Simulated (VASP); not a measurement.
Wanted: the native input for a VASP 6.6.1 run.

| Quantity | Value |
| --- | --- |
| Task | relaxation of cell and atoms |
| Functional | PBEsol |
| Potentials or basis | VASP PAW PBE potentials, release 64 (Zr_sv, C) |
| Cutoff | 600 eV |
| k mesh | 5 × 5 × 7 |
| Occupations | fermi-dirac, width 0.05 eV |
| Spin | non-collinear spin, zero start, spin-orbit coupling |
| Starting moments | [[0.0, 0.0, 0.0], [0.0, 0.0, 0.0], [0.0, 0.0, 0.0]] μB |
| Dipole correction | no |
| Further INCAR settings | ALGO = Normal; EDIFF = 1e-06; IBRION = 2; EDIFFG = -0.01; NSW = 60; ISIF = 3 |

The structure of Zr2C lies in POSCAR:

```
Zr2C
1.0
    4.5413600000      0.0000000000      0.0000000000
   -2.2706800000      3.9329300000      0.0000000000
    0.0000000000      0.0000000000      2.7564600000
Zr C
2 1
Direct
    0.3333300000      0.6666700000      0.0000000000
    0.6666700000      0.3333300000      0.0000000000
    0.0000000000      0.0000000000      0.5000000000
```

These files were run (other wordings do the same):

INCAR

```
ALGO = Normal
EDIFF = 1E-6
EDIFFG = -0.01
ENCUT = 600
GGA = PS
GGA_COMPAT = F
IBRION = 2
ISIF = 3
ISMEAR = -1
LASPH = T
LCHARG = F
LMAXMIX = 4
LNONCOLLINEAR = T
LORBIT = 11
LORBMOM = T
LREAL = F
LSORBIT = T
LWAVE = F
MAGMOM = 0 0 0 0 0 0 0 0 0
NELM = 150
NSW = 60
PREC = Accurate
SIGMA = 0.05
```

KPOINTS

```
k-points
0
Gamma
  5 5 7
```

Potentials or basis: VASP PAW PBE potentials, release 64 (Zr_sv, C).

Run with:

```bash
$ cat potpaw_PBE.64/Zr_sv/POTCAR potpaw_PBE.64/C/POTCAR > POTCAR
$ mpirun -np 1 vasp_ncl > vasp.out
```

Results of the run:

| Quantity | Value |
| --- | --- |
| Relaxed volume | 15.70 Å³/atom |
| Relaxed cell | a = 4.464 Å, b = 4.464 Å, c = 2.729 Å, α = 90.00°, β = 90.00°, γ = 120.00° |
| Space group after relaxing (to 0.1 Å) | P6/mmm (No. 191) |
| Energy gained by relaxing | 9.8 meV/atom |
| Ionic steps | 5 |
| Pressure after relaxing | 0.0 GPa |
| Net moment | 0.00 μB per cell |
| Valence electrons inside the program's atomic spheres | Zr 10.27; C 2.04 |

Caveat: the PAW data sets were made with another functional, which shifts forces and pressure a little.

Wall time 13 min on 1 thread of Intel Xeon 8259CL, on a shared host, peak memory 0.37 GiB.
